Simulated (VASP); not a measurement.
CsSnI3:

```
Cs I Sn
1.0
     6.20570    0.00000    0.00000
     0.00000    6.20570    0.00000
     0.00000    0.00000    6.20570
Cs I Sn
1 3 1
Direct
  0.00000 0.00000 0.00000
  0.50000 0.50000 0.00000
  0.50000 0.00000 0.50000
  0.00000 0.50000 0.50000
  0.50000 0.50000 0.50000
```

```yaml
Program: VASP 6.6.1
Task: relaxation of cell and atoms
Functional: RPBE
Potentials_or_basis: VASP PAW PBE potentials, release 64 (Cs_sv, I, Sn_d)
Cutoff: 600 eV
k_mesh: 5 × 5 × 5
Occupations: fermi-dirac, width 0.05 eV
Spin: no spin polarisation
```

At the start: pressure 1.6 GPa; volume 47.80 Å³/atom.

**Question.** How do energy, volume and symmetry change on relaxing?

**Answer.** Over 3 steps the energy falls by 23.4 meV/atom and the volume is 52.98 Å³/atom (+10.8 %); space group Pm-3m (No. 221, to 0.1 Å) before and after.

The path:
| step | energy change (eV) | largest force (eV/Å) | pressure (GPa) | volume (Å³) |
| --- | --- | --- | --- | --- |
| 1 | 0.0000 | 0.0000 | 1.60 | 238.99 |
| 2 | -0.1057 | 0.0000 | 0.45 | 255.92 |
| 3 | -0.1172 | 0.0000 | -0.02 | 264.89 |

Final structure:
```yaml
crystal:
  lattice:
    - [6.42224, 0.00000, 0.00000]
    - [0.00000, 6.42224, 0.00000]
    - [0.00000, 0.00000, 6.42224]
  atoms:
    - { symbol: Cs, position: [0.00000, 0.00000, 0.00000] }
    - { symbol: I, position: [0.50000, 0.50000, 0.00000] }
    - { symbol: I, position: [0.50000, 0.00000, 0.50000] }
    - { symbol: I, position: [0.00000, 0.50000, 0.50000] }
    - { symbol: Sn, position: [0.50000, 0.50000, 0.50000] }
```

Caveat: the PAW data sets were made with another functional, which shifts forces and pressure a little.
